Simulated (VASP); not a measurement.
Set up this calculation in VASP 6.6.1, as the native input.

```yaml
Task: single point
Functional: PBEsol
Potentials_or_basis: VASP PAW PBE potentials, release 64 (Cd, Au)
Cutoff: 520 eV
k_mesh: 18 × 18 × 12
Occupations: gaussian, width 0.15 eV
Spin: no spin polarisation
Dipole_correction: no
Further_INCAR_settings: ALGO = Fast; EDIFF = 1e-06; NBANDS = 18
```

The structure of CdAu lies in POSCAR:

```
CdAu
1.0
    2.9485064385      0.0000000000      0.0000000000
   -1.4742532192      2.5534814789      0.0000000000
    0.0000000000      0.0000000000      5.3736529841
Cd Au
1 1
Direct
    0.0000000000      0.0000000000      0.0000000000
    0.3333333333      0.6666666667      0.5000000000
```

This cell differs from its parent crystal: volume 20.229 Å^3 an atom, c/a of the conventional cell 1.8225.

The input as run:

INCAR

```
PREC = Accurate
ENCUT = 520
EDIFF = 1E-6
ISMEAR = 0
SIGMA = 0.15
LREAL = False
LASPH = True
NELM = 60
ALGO = Fast
ISIF = 2
LWAVE = False
LCHARG = True
GGA = PS
LELF = True
LVHAR = True
NBANDS = 18
```

KPOINTS

```
Automatic mesh
0
Gamma
  18 18 12
```

Potentials or basis: VASP PAW PBE potentials, release 64 (Cd, Au).

Command:

```console
$ cat potpaw_PBE.64/Cd/POTCAR potpaw_PBE.64/Au/POTCAR > POTCAR
$ mpirun -np 1 vasp_std > vasp.out
```

Results of the run:

```
Pressure : -7.3 GPa
```

Caveat: the PAW data sets were made with another functional, which shifts forces and pressure a little.

Run time: 2.2 min on 1 thread of Oxide Virtual Turin-like Processor, on a shared host, peak memory 0.29 GiB.
